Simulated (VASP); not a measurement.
Here is a VASP 6.6.1 calculation.

The input POSCAR:

```
La2AsN
1.0
    4.1169718887      0.0000000000      0.0000000000
    0.0000000000      4.1169718887      0.0000000000
    0.0000000000      0.0000000000      5.8394291594
N La As
1 2 1
Direct
    0.0000000000      0.0000000000      0.0000000000
    0.0000000000      0.0000000000      0.5000000000
    0.5000000000      0.5000000000      0.0000000000
    0.5000000000      0.5000000000      0.5000000000
```

The input INCAR.step1:

```
PREC     = Accurate       # precision mode
ENCUT    = 660            # plane-wave cutoff, eV
ISMEAR   = -1             # smearing method
SIGMA    = 0.02           # smearing width, eV
LREAL    = F              # projectors in reciprocal space
LASPH    = T              # aspherical terms in the spheres
NELM     = 200            # most SCF steps
NBANDS   = 24             # bands
GGA      = PE             # functional
ALGO     = Normal         # electronic algorithm
EDIFF    = 1E-5           # SCF threshold, eV
LWAVE    = T              # write WAVECAR
LCHARG   = F              # write CHGCAR
GGA_COMPAT= F            
LMAXMIX  = 6              # l up to which the mixer works
```

File INCAR.step2:

```
PREC     = Accurate       # precision mode
ENCUT    = 660            # plane-wave cutoff, eV
EDIFF    = 1E-6           # SCF threshold, eV
ISMEAR   = -1             # smearing method
SIGMA    = 0.02           # smearing width, eV
LREAL    = F              # projectors in reciprocal space
LASPH    = T              # aspherical terms in the spheres
NELM     = 200            # most SCF steps
ALGO     = Normal         # electronic algorithm
ISIF     = 2              # what is computed and relaxed
LWAVE    = F              # write WAVECAR
LCHARG   = F              # write CHGCAR
METAGGA  = R2SCAN         # meta-GGA
LMIXTAU  = T            
NBANDS   = 24             # bands
ISTART   = 1            
GGA_COMPAT= F            
LMAXMIX  = 6              # l up to which the mixer works
```

The input KPOINTS:

```
regular mesh
0
Gamma
  6 6 4
```

Potentials or basis: VASP PAW PBE potentials, release 64 (N, La, As).

The run is started by

```sh
$ cat potpaw_PBE.64/N/POTCAR potpaw_PBE.64/La/POTCAR potpaw_PBE.64/As/POTCAR > POTCAR
$ cp INCAR.step1 INCAR
$ mpirun -np 1 vasp_std > vasp.out
$ cp INCAR.step2 INCAR
$ mpirun -np 1 vasp_std > vasp.out
```

Predict the pressure.

-0.1 GPa.

What does it give for the band gap on the k mesh?

0.03 eV.

Caveat: the smearing spreads over this small gap; semilocal functionals underestimate gaps, and a narrow one can read as zero; the PAW data sets were made with another functional, which shifts forces and pressure a little; spin-orbit coupling is left out, which moves the levels of the heavy elements. A k mesh can miss the band edges.
